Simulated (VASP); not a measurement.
# GaAs (Pm-3m) in VASP: a series of runs

The runs below take GaAs through single point, with LDA.

All numbers are computed with VASP 6.6.1; they aren't measurements. Logs are shortened: lines on timing, memory, paths and dates and some standing lists are left out, and cuts for length are marked.

### Step 1. The cell of the first run

Symmetry: Pm-3m, No. 221, cubic system. Conventional cell: a = 3.254 Å, b = 3.254 Å, c = 3.254 Å, α = 90.00°, β = 90.00°, γ = 90.00°. Within 3.7 Å of Ga (site symmetry m-3m) lie 8 As at 2.82 Å and 6 Ga at 3.25 Å. Within 3.7 Å of As (site symmetry m-3m) lie 8 Ga at 2.82 Å and 6 As at 3.25 Å.

### Step 2. Single point, LDA

INCAR reads:

```
ALGO     = Normal         # electronic algorithm
EDIFF    = 1E-7           # SCF threshold, eV
ENCUT    = 520            # plane-wave cutoff, eV
GGA      = CA             # functional
ISIF     = 2              # what is computed and relaxed
ISMEAR   = 0              # smearing method
LASPH    = T              # aspherical terms in the spheres
LCHARG   = F              # write CHGCAR
LREAL    = F              # projectors in reciprocal space
LWAVE    = F              # write WAVECAR
NBANDS   = 16             # bands
NELM     = 80             # most SCF steps
PREC     = Accurate       # precision mode
SIGMA    = 0.05           # smearing width, eV
```

KPOINTS reads:

```
k-points
0
Gamma
  6 6 6
```

POSCAR reads:

```
GaAs
1.0
    3.2535673535      0.0000000000      0.0000000000
    0.0000000000      3.2535673535      0.0000000000
    0.0000000000      0.0000000000      3.2535673535
Ga As
1 1
Direct
    0.0000000000      0.0000000000      0.0000000000
    0.5000000000      0.5000000000      0.5000000000
```

Potentials or basis: VASP PAW LDA potentials, release 64 (Ga_d, As).

On the command line:

```bash
$ cat potpaw_LDA.64/Ga_d/POTCAR potpaw_LDA.64/As/POTCAR > POTCAR
$ mpirun -np 1 vasp_std > vasp.out
```

OUTCAR:

```text
EDIFF = 1E-7
   ENCUT = 520
   GGA = CA
   ISIF = 2
   ISMEAR = 0
   LASPH = T
   LREAL = F
   NELM = 80
   PREC = Accurate

 ion  position               nearest neighbor table
   1  0.000  0.000  0.000-   2 2.82   2 2.82   2 2.82   2 2.82   2 2.82   2 2.82   2 2.82   2 2.82

   2  0.500  0.500  0.500-   1 2.82   1 2.82   1 2.82   1 2.82   1 2.82   1 2.82   1 2.82   1 2.82

  LATTYP: Found a simple cubic cell.
 ALAT       =     3.2535673535

  Lattice vectors:

 A1 = (   3.2535673535,   0.0000000000,   0.0000000000)
 A2 = (   0.0000000000,   3.2535673535,   0.0000000000)
 A3 = (   0.0000000000,   0.0000000000,   3.2535673535)

Analysis of symmetry for initial positions (statically):
=====================================================================
 Subroutine PRICEL returns:
 Original cell was already a primitive cell.

 Routine SETGRP: Setting up the symmetry group for a
 simple cubic supercell.

 Subroutine GETGRP returns: Found 48 space group operations
 (whereof 48 operations were pure point group operations)
 out of a pool of 48 trial point group operations.

The static configuration has the point symmetry O_h .

Analysis of symmetry for dynamics (positions and initial velocities):
=====================================================================
 Subroutine PRICEL returns:
 Original cell was already a primitive cell.

 Routine SETGRP: Setting up the symmetry group for a
 simple cubic supercell.

 Subroutine GETGRP returns: Found 48 space group operations
 (whereof 48 operations were pure point group operations)
 out of a pool of 48 trial point group operations.

The dynamic configuration has the point symmetry O_h .

 Subroutine INISYM returns: Found 48 space group operations
 (whereof 48 operations are pure point group operations),
 and found     1 'primitive' translations

----------------------------------------------------------------------------------------

                                     Primitive cell

  volume of cell :      34.4413

  direct lattice vectors                    reciprocal lattice vectors
     3.253567353  0.000000000  0.000000000     0.307354940  0.000000000  0.000000000
     0.000000000  3.253567353  0.000000000     0.000000000  0.307354940  0.000000000
     0.000000000  0.000000000  3.253567353     0.000000000  0.000000000  0.307354940

  length of vectors
     3.253567353  3.253567353  3.253567353     0.307354940  0.307354940  0.307354940

  position of ions in fractional coordinates (direct lattice)
     0.000000000  0.000000000  0.000000000
     0.500000000  0.500000000  0.500000000

  ion indices of the primitive-cell ions
   primitive index   ion index
                 1           1
                 2           2

----------------------------------------------------------------------------------------

 KPOINTS: k-points

Automatic generation of k-mesh.
 Grid dimensions read from file:
 generate k-points for:    6    6    6

 Generating k-lattice:

  Cartesian coordinates                     Fractional coordinates (reciprocal lattice)
     0.051225823  0.000000000  0.000000000     0.166666667  0.000000000  0.000000000
     0.000000000  0.051225823  0.000000000     0.000000000  0.166666667  0.000000000
     0.000000000  0.000000000  0.051225823     0.000000000  0.000000000  0.166666667

  Length of vectors
     0.051225823  0.051225823  0.051225823

  Shift w.r.t. Gamma in fractional coordinates (k-lattice)
     0.000000000  0.000000000  0.000000000

 Subroutine IBZKPT returns following result:
 ===========================================

 Found     20 irreducible k-points:

 Following reciprocal coordinates:
            Coordinates               Weight
  0.000000  0.000000  0.000000      1.000000
  0.166667  0.000000  0.000000      6.000000
  0.333333  0.000000  0.000000      6.000000
  0.500000  0.000000  0.000000      3.000000
  0.166667  0.166667  0.000000     12.000000
  0.333333  0.166667  0.000000     24.000000
[... 12 lines left out ...]
  0.500000  0.500000  0.333333      6.000000
  0.500000  0.500000  0.500000      1.000000
   k-points           NKPTS =     20   k-points in BZ     NKDIM =     20   number of bands    NBANDS=     16
   number of dos      NEDOS =    301   number of ions     NIONS =      2
   total plane-waves  NPLWV =  13824
   dimension x,y,z NGX =    24 NGY =   24 NGZ =   24
   dimension x,y,z NGXF=    48 NGYF=   48 NGZF=   48
   ions per type =               1   1
   NGX,Y,Z   is equivalent  to a cutoff of  12.26, 12.26, 12.26 a.u.
   NGXF,Y,Z  is equivalent  to a cutoff of  24.53, 24.53, 24.53 a.u.
 SYSTEM =  unknown system
   PREC   = accura    normal or accurate (medium, high low for compatibility)
   ISTART =      0    job   : 0-new  1-cont  2-samecut
   ICHARG =      2    charge: 1-file 2-atom 10-const
   ISPIN  =      1    spin polarized calculation?
   LNONCOLLINEAR =      F non collinear calculations
   LSORBIT =      F    spin-orbit coupling
   LASPH  =      T    aspherical Exc in radial PAW
   ENCUT  =  520.0 eV  38.22 Ry    6.18 a.u.   6.05  6.05  6.05*2*pi/ulx,y,z
   NELM   =     80;   NELMIN=  2; NELMDL= -5     # of ELM steps
   EDIFF  = 0.1E-06   stopping-criterion for ELM
   LREAL  =      F    real-space projection
   EDIFFG = 0.1E-05   stopping-criterion for IOM
   NSW    =      0    number of steps for IOM
   IBRION =     -1    ionic relax: 0-MD 1-quasi-New 2-CG
   NFREE  =      0    steps in history (QN), initial steepest desc. (CG)
   ISIF   =      2    stress and relaxation
   ISYM   =      2    0-nonsym 1-usesym 2-fastsym
   POTIM  = 0.5000    time-step for ionic-motion
   TEBEG  =    0.0;   TEEND  =   0.0 temperature during run
   PSTRESS=    0.0 pullay stress
   NELECT =      18.0000    total number of electrons
   NUPDOWN=      -1.0000    fix difference up-down
   EMIN   =  10.00;   EMAX   =-10.00  energy-range for DOS
   EFERMI =   0.00;   METHOD = LEGACY
   ISMEAR =     0;   SIGMA  =   0.05  broadening in eV -4-tet -1-fermi 0-gaus
   EFERMI_NEDOS =   21; number of points for ismear=-14 and -15
   IALGO  =     38    algorithm
   IMIX   =      4    mixing-type and parameters
     AMIX     =   0.40;   BMIX     =  1.00
     AMIX_MAG =   1.60;   BMIX_MAG =  1.00
  volume/ion in A,a.u.               =      17.22       116.21
  Fermi-wavevector in a.u.,A,eV,Ry     =   1.318679  2.491943 23.659377  1.738915
  Thomas-Fermi vector in A             =   2.448632
   LORBIT       =      0    0 simple, 1 ext, 2 COOP (PROOUT), +10 PAW based schemes
   GGA     = CA    functional components
   LHFCALC =     F    Hartree Fock is set to
   AEXX    =    0.0000 exact exchange contribution
   IVDW    =     0    specifies the selected vdW correction
   LEPSILON=     F    determine dielectric tensor
   LRPA    =     F    only Hartree local field effects (RPA)
 non-spin polarized calculation
 Gauss-broadening in eV      SIGMA  =   0.05
  energy-cutoff  :      520.00
  volume of cell :       34.44
 maximum number of plane-waves:       952
   NGX = 13   NGY = 13   NGZ = 13

 number of electron      18.0000027 magnetization

 Free energy of the ion-electron system (eV)
  ---------------------------------------------------
  ext. energy  EPLUGINS =         0.00000000
  ---------------------------------------------------
  free energy    TOTEN  =        -8.62946273 eV

  energy without entropy =       -8.62781733  energy(sigma->0) =       -8.62864003

 E-fermi :   6.8180     XC(G=0): -11.5623

 val. band max:        6.7828069931   @ k =   0.1667   0.1667   0.0000
 cond. band min:       6.8811152671   @ k =   0.5000   0.3333   0.3333
 fundamental gap:      0.0983082740
 Fermi energy:         6.8180342832

 k-point     1 :       0.0000    0.0000    0.0000
  band No.  band energies     occupation
      1      -8.1974      2.00000
      2      -8.1974      2.00000
      3      -8.0690      2.00000
      4      -8.0690      2.00000
      5      -8.0690      2.00000
      6      -7.4416      2.00000
[... 8 lines left out ...]
     15      17.3274      0.00000
     16      22.3783      0.00000

 k-point     2 :       0.1667    0.0000    0.0000
  band No.  band energies     occupation
      1      -8.1943      2.00000
      2      -8.1718      2.00000
      3      -8.0830      2.00000
      4      -8.0830      2.00000
      5      -8.0679      2.00000
      6      -7.0866      2.00000
[... 8 lines left out ...]
     15      15.9416      0.00000
     16      20.8691      0.00000

 k-point     3 :       0.3333    0.0000    0.0000
  band No.  band energies     occupation
      1      -8.1881      2.00000
      2      -8.1236      2.00000
      3      -8.1109      2.00000
      4      -8.1109      2.00000
      5      -8.0657      2.00000
      6      -6.0950      2.00000
[... 8 lines left out ...]
     15      17.6299      0.00000
     16      19.4364      0.00000

 k-point     4 :       0.5000    0.0000    0.0000
  band No.  band energies     occupation
      1      -8.1850      2.00000
      2      -8.1247      2.00000
      3      -8.1247      2.00000
      4      -8.0999      2.00000
      5      -8.0647      2.00000
      6      -5.2081      2.00000
[... 8 lines left out ...]
     15      15.7832      0.00000
     16      24.0153      0.00000
[... 248 lines left out ...]
 k-point    18 :       0.5000    0.3333    0.3333
  band No.  band energies     occupation
      1      -8.2201      2.00000
      2      -8.1835      2.00000
      3      -8.1613      2.00000
      4      -8.0508      2.00000
      5      -8.0206      2.00000
      6      -2.8705      2.00000
[... 8 lines left out ...]
     15      22.8326      0.00000
     16      23.5445      0.00000

 k-point    19 :       0.5000    0.5000    0.3333
  band No.  band energies     occupation
      1      -8.2292      2.00000
      2      -8.1814      2.00000
      3      -8.1814      2.00000
      4      -8.0350      2.00000
      5      -8.0024      2.00000
      6      -2.3643      2.00000
[... 8 lines left out ...]
     15      25.2571      0.00000
     16      25.2571      0.00000

 k-point    20 :       0.5000    0.5000    0.5000
  band No.  band energies     occupation
      1      -8.2047      2.00000
      2      -8.2047      2.00000
      3      -8.2047      2.00000
      4      -8.0017      2.00000
      5      -8.0017      2.00000
      6      -1.9913      2.00000
[... 8 lines left out ...]
     15      28.0441      0.00000
     16      28.0442      0.00000

------------------------ aborting loop because EDIFF is reached ----------------------------------------

  FORCE on cell =-STRESS in cart. coord.  units (eV):
  Direction    XX          YY          ZZ          XY          YZ          ZX
  --------------------------------------------------------------------------------------
  -------------------------------------------------------------------------------------
  Total        0.4886623      0.4886623      0.4886623      0.0000000     -0.0000000      0.0000000
  in kB       22.7321219     22.7321219     22.7321219      0.0000000     -0.0000000      0.0000000
  external PRESSURE =      22.7321219 kB  Pullay stress =       0.0000000 kB

 VOLUME and BASIS-vectors are now :
 -----------------------------------------------------------------------------
  energy-cutoff  :      520.00
  volume of cell :       34.44
      direct lattice vectors                 reciprocal lattice vectors
     3.253567353  0.000000000  0.000000000     0.307354940  0.000000000  0.000000000
     0.000000000  3.253567353  0.000000000     0.000000000  0.307354940  0.000000000
     0.000000000  0.000000000  3.253567353     0.000000000  0.000000000  0.307354940

 POSITION                                       TOTAL-FORCE (eV/Angst)
 -----------------------------------------------------------------------------------
      0.00000      0.00000      0.00000         0.000000      0.000000      0.000000
      1.62678      1.62678      1.62678         0.000000      0.000000      0.000000
 -----------------------------------------------------------------------------------
    total drift:                                0.000000      0.000000      0.000000

  FREE ENERGIE OF THE ION-ELECTRON SYSTEM (eV)
  ---------------------------------------------------
  free  energy   TOTEN  =        -8.6294627299 eV

  energy  without entropy=       -8.6278173284  energy(sigma->0) =       -8.62864003
```

It took 4.7 s on 1 thread of Intel Xeon 6975P-C (Granite Rapids), shared host; peak memory 0.13 GiB.

What came out:

- Free energy: -8.6295 eV
- Pressure: 2.3 GPa
- Band gap on the k mesh: zero (band 9 reaches 8.31 eV, above the bottom of band 10 at 4.64 eV)

(Part 1 of 2 ends here.)
